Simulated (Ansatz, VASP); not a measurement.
SiO2 in VASP and in Ansatz

File POSCAR:

```
SiO2
1.0
   -2.5350757610      2.5350757610      3.7477661409
    2.5350757610     -2.5350757610      3.7477661409
    2.5350757610      2.5350757610     -3.7477661409
Si O
2 4
Direct
    0.0000000000      0.0000000000      0.0000000000
    0.7500000000      0.2500000000      0.5000000000
    0.9731664718      0.6250000000      0.8481664718
    0.3750000000      0.2231664718      0.3481664718
    0.7768335282      0.1250000000      0.1518335282
    0.8750000000      0.0268335282      0.6518335282
```

The input INCAR.step1:

```
SYSTEM = SiO2
PREC = Accurate ; ENCUT = 520
ISMEAR = 0 ; SIGMA = 0.05
LREAL = .False. ; LASPH = .True.
NELM = 100 ; NBANDS = 25
GGA = PE ; ALGO = Normal
EDIFF = 1E-4 ; LWAVE = .True.
LCHARG = .False.
```

Contents of INCAR.step2:

```
SYSTEM = SiO2
PREC = Accurate ; ENCUT = 520
EDIFF = 1E-7 ; ISMEAR = 0
SIGMA = 0.05 ; LREAL = .False.
LASPH = .True. ; NELM = 100
ALGO = Normal ; ISIF = 2
LWAVE = .False. ; LCHARG = .False.
METAGGA = R2SCAN ; LMIXTAU = .True.
NBANDS = 25 ; ISTART = 1
```

The input KPOINTS:

```
Automatic mesh
0
Gamma
  6 6 6
  0 0 0
```

Input for Ansatz:

```yaml
crystal:
  lattice:
    - [-2.535075761, 2.535075761, 3.7477661409]
    - [2.535075761, -2.535075761, 3.7477661409]
    - [2.535075761, 2.535075761, -3.7477661409]
  atoms:
    - { symbol: Si, position: [0.0, 0.0, 0.0] }
    - { symbol: Si, position: [0.75, 0.25, 0.5] }
    - { symbol: O, position: [0.9731664718, 0.625, 0.8481664718] }
    - { symbol: O, position: [0.375, 0.2231664718, 0.3481664718] }
    - { symbol: O, position: [0.7768335282, 0.125, 0.1518335282] }
    - { symbol: O, position: [0.875, 0.0268335282, 0.6518335282] }
basis:
  ecutwfc: 500
kpoints:
  mp_grid: { grid: [6, 6, 6] }
hamiltonian:
  xc: r2scan
scf:
  occupations: { method: gaussian, width: 0.05 }
output:
  forces: true
  stress: true
  eigenvalues: true
```

Change from the starting cell: strain +0.025 along x and y, +0.025 along z, atoms carried along.

Alike in both runs: task single point; functional r2SCAN; k mesh 6 × 6 × 6; occupations gaussian, width 0.05 eV; no spin polarisation.

```csv
,VASP,Ansatz
version,VASP 6.6.1,Ansatz 0.2.0
potentials or method,"VASP PAW PBE potentials, release 64 (Si, O), cutoff 520 eV","scalar-relativistic, plane waves, PAW"
valence electrons in the cell,32,32
```

Ansatz gave:

- gap on the k mesh at the Fermi level (eV): 6.13
- least direct gap on the mesh (eV): 6.13
- pressure (GPa): -10.8
- traceless stress, the component that is largest in VASP (GPa): 0.08
- rms of the force components (eV/Å): 0.356

Task: What did VASP give for the same quantities?

Result: gap on the k mesh at the Fermi level (eV): 6.12; least direct gap on the mesh (eV): 6.12; pressure (GPa): -10.7; traceless stress, the component that is largest in VASP (GPa): 0.10; rms of the force components (eV/Å): 0.357.

VASP's potentials were made for PBE, not for r2SCAN. Atom by atom the forces differ by 0.000 eV/Å (rms over components). With one functional, cell and mesh, what is left measures potentials, basis and numerics.
